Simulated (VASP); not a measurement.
# Pd (I4/mmm) in VASP: notebook

Pd is run at these levels: LDA; tasks: single point.

Program: VASP 6.6.1. These are calculated values, not measurements. Logs are shortened: lines on timing, memory, paths and dates and some standing lists are left out, and cuts for length are marked.

**1. The cell of the first run**

The structure is tetragonal, space group I4/mmm (No. 139). The conventional cell has a = 2.802 Å, b = 2.802 Å, c = 3.648 Å, α = 90.00°, β = 90.00°, γ = 90.00°. Pd (site symmetry 4/mmm) has 12 Pd at 2.69 to 2.80 Å within 3.6 Å.

**2. Single point, LDA**

File INCAR:

```
SYSTEM = Pd
PREC     = Accurate       ! precision mode
ENCUT    = 520            ! plane-wave cutoff, eV
EDIFF    = 1E-7           ! SCF threshold, eV
ISMEAR   = 0              ! smearing method
SIGMA    = 0.1            ! smearing width, eV
LREAL    = .FALSE.        ! projectors in reciprocal space
LASPH    = .TRUE.         ! aspherical terms in the spheres
NELM     = 100            ! most SCF steps
ALGO     = Normal         ! electronic algorithm
ISIF     = 2              ! what is computed and relaxed
LWAVE    = .FALSE.        ! write WAVECAR
LCHARG   = .FALSE.        ! write CHGCAR
NBANDS   = 17             ! bands
```

File KPOINTS:

```
regular mesh
0
G
  9 9 18
  0 0 0
```

File POSCAR:

```
Pd
1.0
    3.9621891203      0.0000000000     -0.0000000001
    0.0000000000      3.9621891203      0.0000000000
   -1.9810945601      0.0000000000      1.8239554599
Pd
2
Direct
    0.0000000000      0.0000000000      0.0000000000
    0.5000000000      0.5000000000      0.0000000000
```

Potentials or basis: VASP PAW LDA potentials, release 64 (Pd).

Command:

```
> cat potpaw_LDA.64/Pd/POTCAR > POTCAR
> mpirun -np 1 vasp_std > vasp.out
```

OUTCAR:

```text
SYSTEM = Pd
   PREC = Accurate
   ENCUT = 520
   EDIFF = 1E-7
   ISMEAR = 0
   LREAL = .FALSE.
   LASPH = .TRUE.
   NELM = 100
   ISIF = 2

 ion  position               nearest neighbor table
   1  0.000  0.000  0.000-   2 2.69   2 2.69   2 2.69   2 2.69   2 2.80   2 2.80   2 2.80   2 2.80

   2  0.500  0.500  0.000-   1 2.69   1 2.69   1 2.69   1 2.69   1 2.80   1 2.80   1 2.80   1 2.80

  LATTYP: Found a base centered orthorhombic cell.
 ALAT       =     3.6479109197
 B/A-ratio  =     1.0861529263
 C/A-ratio  =     1.0861529263

  Lattice vectors:

 A1 = (  -1.9810945601,   0.0000000000,   1.8239554599)
 A2 = (   1.9810945602,   0.0000000000,   1.8239554598)
 A3 = (   0.0000000000,   3.9621891203,   0.0000000000)

Analysis of symmetry for initial positions (statically):
=====================================================================
 Subroutine PRICEL returns following result:

  LATTYP: Found a body centered tetragonal cell.
 ALAT       =     2.8016907953
 C/A-ratio  =     1.3020390850

  Lattice vectors:

 A1 = (  -0.0000000000,   1.9810945602,  -1.8239554598)
 A2 = (  -0.0000000000,  -1.9810945602,  -1.8239554598)
 A3 = (  -1.9810945601,   0.0000000000,   1.8239554599)

   2 primitive cells build up your supercell.

 Routine SETGRP: Setting up the symmetry group for a
 base centered orthorhombic supercell.

 Subroutine GETGRP returns: Found  8 space group operations
 (whereof  8 operations were pure point group operations)
 out of a pool of  8 trial point group operations.

The static configuration has the point symmetry D_2h.

Analysis of symmetry for dynamics (positions and initial velocities):
=====================================================================
 Subroutine PRICEL returns following result:

  LATTYP: Found a body centered tetragonal cell.
 ALAT       =     2.8016907953
 C/A-ratio  =     1.3020390850

  Lattice vectors:

 A1 = (  -0.0000000000,   1.9810945602,  -1.8239554598)
 A2 = (  -0.0000000000,  -1.9810945602,  -1.8239554598)
 A3 = (  -1.9810945601,   0.0000000000,   1.8239554599)

   2 primitive cells build up your supercell.

 Routine SETGRP: Setting up the symmetry group for a
 base centered orthorhombic supercell.

 Subroutine GETGRP returns: Found  8 space group operations
 (whereof  8 operations were pure point group operations)
 out of a pool of  8 trial point group operations.

The dynamic configuration has the point symmetry D_2h.

 Subroutine INISYM returns: Found  8 space group operations
 (whereof  8 operations are pure point group operations),
 and found     2 'primitive' translations

----------------------------------------------------------------------------------------

                                     Primitive cell

  volume of cell :      14.3171

  direct lattice vectors                    reciprocal lattice vectors
    -0.000000000  1.981094560 -1.823955460    -0.252385732  0.252385732 -0.274129501
    -0.000000000 -1.981094560 -1.823955460    -0.252385732 -0.252385732 -0.274129501
    -1.981094560  0.000000000  1.823955460    -0.504771463  0.000000000  0.000000000

  length of vectors
     2.692870063  2.692870063  2.692870063     0.450048996  0.450048996  0.504771463

  position of ions in fractional coordinates (direct lattice)
     0.000000000  0.000000000  0.000000000

  ion indices of the primitive-cell ions
   primitive index   ion index
                 1           1

----------------------------------------------------------------------------------------

 KPOINTS: regular mesh

Automatic generation of k-mesh.
 Grid dimensions read from file:
 generate k-points for:    9    9   18

 Generating k-lattice:

  Cartesian coordinates                     Fractional coordinates (reciprocal lattice)
     0.028042859  0.000000000  0.030458833     0.111111111  0.000000000  0.000000000
     0.000000000  0.028042859  0.000000000     0.000000000  0.111111111  0.000000000
     0.000000000  0.000000000  0.030458833    -0.000000000  0.000000000  0.055555556

  Length of vectors
     0.041402204  0.028042859  0.030458833

  Shift w.r.t. Gamma in fractional coordinates (k-lattice)
     0.000000000  0.000000000  0.000000000

 Subroutine IBZKPT returns following result:
 ===========================================

 Found    250 irreducible k-points:

 Following reciprocal coordinates:
            Coordinates               Weight
  0.000000  0.000000  0.000000      1.000000
  0.111111  0.000000 -0.000000      4.000000
  0.222222  0.000000  0.000000      4.000000
  0.333333  0.000000  0.000000      4.000000
  0.444444  0.000000  0.000000      4.000000
  0.000000  0.111111  0.000000      2.000000
[... 16 lines left out ...]
  0.222222  0.444444  0.000000      8.000000
  0.333333  0.444444  0.000000      8.000000
 [... further k-points ...]
   k-points           NKPTS =    250   k-points in BZ     NKDIM =    250   number of bands    NBANDS=     17
   number of dos      NEDOS =    301   number of ions     NIONS =      2
   total plane-waves  NPLWV =  18000
   dimension x,y,z NGX =    30 NGY =   30 NGZ =   20
   dimension x,y,z NGXF=    60 NGYF=   60 NGZF=   40
   ions per type =               2
   NGX,Y,Z   is equivalent  to a cutoff of  12.59, 12.59, 12.35 a.u.
   NGXF,Y,Z  is equivalent  to a cutoff of  25.17, 25.17, 24.69 a.u.
 SYSTEM =  Pd
   PREC   = accura    normal or accurate (medium, high low for compatibility)
   ISTART =      0    job   : 0-new  1-cont  2-samecut
   ICHARG =      2    charge: 1-file 2-atom 10-const
   ISPIN  =      1    spin polarized calculation?
   LNONCOLLINEAR =      F non collinear calculations
   LSORBIT =      F    spin-orbit coupling
   LASPH  =      T    aspherical Exc in radial PAW
   ENCUT  =  520.0 eV  38.22 Ry    6.18 a.u.   7.37  7.37  5.01*2*pi/ulx,y,z
   NELM   =    100;   NELMIN=  2; NELMDL= -5     # of ELM steps
   EDIFF  = 0.1E-06   stopping-criterion for ELM
   LREAL  =      F    real-space projection
   EDIFFG = 0.1E-05   stopping-criterion for IOM
   NSW    =      0    number of steps for IOM
   IBRION =     -1    ionic relax: 0-MD 1-quasi-New 2-CG
   NFREE  =      0    steps in history (QN), initial steepest desc. (CG)
   ISIF   =      2    stress and relaxation
   ISYM   =      2    0-nonsym 1-usesym 2-fastsym
   POTIM  = 0.5000    time-step for ionic-motion
   TEBEG  =    0.0;   TEEND  =   0.0 temperature during run
   PSTRESS=    0.0 pullay stress
   NELECT =      20.0000    total number of electrons
   NUPDOWN=      -1.0000    fix difference up-down
   EMIN   =  10.00;   EMAX   =-10.00  energy-range for DOS
   EFERMI =   0.00;   METHOD = LEGACY
   ISMEAR =     0;   SIGMA  =   0.10  broadening in eV -4-tet -1-fermi 0-gaus
   EFERMI_NEDOS =   21; number of points for ismear=-14 and -15
   IALGO  =     38    algorithm
   IMIX   =      4    mixing-type and parameters
     AMIX     =   0.40;   BMIX     =  1.00
     AMIX_MAG =   1.60;   BMIX_MAG =  1.00
  volume/ion in A,a.u.               =      14.32        96.62
  Fermi-wavevector in a.u.,A,eV,Ry     =   1.452524  2.744872 28.705921  2.109826
  Thomas-Fermi vector in A             =   2.569896
   LORBIT       =      0    0 simple, 1 ext, 2 COOP (PROOUT), +10 PAW based schemes
   GGA     = CA    functional components
   LHFCALC =     F    Hartree Fock is set to
   AEXX    =    0.0000 exact exchange contribution
   IVDW    =     0    specifies the selected vdW correction
   LEPSILON=     F    determine dielectric tensor
   LRPA    =     F    only Hartree local field effects (RPA)
 non-spin polarized calculation
 Gauss-broadening in eV      SIGMA  =   0.10
  energy-cutoff  :      520.00
  volume of cell :       28.63
 maximum number of plane-waves:       800
 NGX is ok and might be reduce to    30
   NGX = 15   NGY = 15   NGZ =  9

 number of electron      19.9999998 magnetization

 Free energy of the ion-electron system (eV)
  ---------------------------------------------------
  ext. energy  EPLUGINS =         0.00000000
  ---------------------------------------------------
  free energy    TOTEN  =       -12.98471885 eV

  energy without entropy =      -12.96542152  energy(sigma->0) =      -12.97507018

 E-fermi :  10.1000     XC(G=0): -13.6986

 val. band max:       10.0958156625   @ k =   0.1111   0.2222   0.3333
 cond. band min:      10.1007224310   @ k =   0.3333   0.3333   0.0556
 fundamental gap:      0.0049067685
 Fermi energy:        10.0999941233

 k-point     1 :       0.0000    0.0000    0.0000
  band No.  band energies     occupation
      1       2.6416      2.00000
      2       4.4266      2.00000
      3       4.7635      2.00000
      4       6.8812      2.00000
      5       6.8812      2.00000
      6       7.6460      2.00000
[... 9 lines left out ...]
     16      27.3710      0.00000
     17      31.4541      0.00000

 k-point     2 :       0.1111    0.0000   -0.0000
  band No.  band energies     occupation
      1       2.9551      2.00000
      2       4.6177      2.00000
      3       4.9624      2.00000
      4       6.8562      2.00000
      5       7.0220      2.00000
      6       7.6138      2.00000
[... 9 lines left out ...]
     16      27.6826      0.00000
     17      30.6325      0.00000

 k-point     3 :       0.2222    0.0000    0.0000
  band No.  band energies     occupation
      1       3.8070      2.00000
      2       5.0098      2.00000
      3       5.5984      2.00000
      4       6.6692      2.00000
      5       7.2534      2.00000
      6       7.7197      2.00000
[... 9 lines left out ...]
     16      27.9996      0.00000
     17      28.2289      0.00000

 k-point     4 :       0.3333    0.0000    0.0000
  band No.  band energies     occupation
      1       4.9160      2.00000
      2       5.4791      2.00000
      3       6.3672      2.00000
      4       6.3944      2.00000
      5       7.1237      2.00000
      6       7.2096      2.00000
[... 9 lines left out ...]
     16      26.6994      0.00000
     17      28.2704      0.00000
[... 343 lines left out ...]
      1       4.7335      2.00000
      2       5.1088      2.00000
      3       5.7299      2.00000
      4       6.0519      2.00000
      5       7.3522      2.00000
      6       7.5265      2.00000
[... 9 lines left out ...]
     16      28.3453      0.00000
     17      28.8656      0.00000

 k-point    23 :       0.2222    0.4444    0.0000
  band No.  band energies     occupation
      1       4.8791      2.00000
      2       5.1419      2.00000
      3       6.5465      2.00000
      4       6.8384      2.00000
      5       6.9828      2.00000
      6       7.0090      2.00000
[... 9 lines left out ...]
     16      28.0841      0.00000
     17      29.2485      0.00000

 k-point    24 :       0.3333    0.4444    0.0000
  band No.  band energies     occupation
      1       4.6978      2.00000
      2       4.8651      2.00000
      3       6.6588      2.00000
      4       6.7999      2.00000
      5       7.6254      2.00000
      6       7.6618      2.00000
[... 9 lines left out ...]
     16      27.1796      0.00000
     17      29.9479      0.00000

 [... further k-points ...]

------------------------ aborting loop because EDIFF is reached ----------------------------------------

  FORCE on cell =-STRESS in cart. coord.  units (eV):
  Direction    XX          YY          ZZ          XY          YZ          ZX
  --------------------------------------------------------------------------------------
  -------------------------------------------------------------------------------------
  Total       -0.5749793     -0.5749396      0.0410820      0.0000000      0.0000000      0.0000000
  in kB      -32.1720058    -32.1697875      2.2986741      0.0000000      0.0000000      0.0000000
  external PRESSURE =     -20.6810397 kB  Pullay stress =       0.0000000 kB

 VOLUME and BASIS-vectors are now :
 -----------------------------------------------------------------------------
  energy-cutoff  :      520.00
  volume of cell :       28.63
      direct lattice vectors                 reciprocal lattice vectors
     3.962189120  0.000000000 -0.000000000     0.252385732  0.000000000  0.274129501
     0.000000000  3.962189120  0.000000000     0.000000000  0.252385732  0.000000000
    -1.981094560  0.000000000  1.823955460     0.000000000  0.000000000  0.548259002

 POSITION                                       TOTAL-FORCE (eV/Angst)
 -----------------------------------------------------------------------------------
      0.00000      0.00000      0.00000        -0.000000     -0.000000      0.000000
      1.98109      1.98109     -0.00000         0.000000      0.000000     -0.000000
 -----------------------------------------------------------------------------------
    total drift:                                0.000000      0.000000     -0.000000

  FREE ENERGIE OF THE ION-ELECTRON SYSTEM (eV)
  ---------------------------------------------------
  free  energy   TOTEN  =       -12.9847188507 eV

  energy  without entropy=      -12.9654215191  energy(sigma->0) =      -12.97507018
```

It took 49 s on 1 thread of Intel Xeon Platinum 8559C (Emerald Rapids), shared host; peak memory 0.21 GiB.

What came out:

| Property | Result |
| --- | --- |
| Free energy | -12.9847 eV |
| Pressure | -2.1 GPa |
| Band gap on the k mesh | zero (band 10 reaches 10.65 eV, above the bottom of band 11 at 9.36 eV) |

Stress tensor (GPa, compression positive):
```
-3.22  0.00  0.00
 0.00 -3.22  0.00
 0.00  0.00  0.23
```

(Continued in part 2 of 2.)
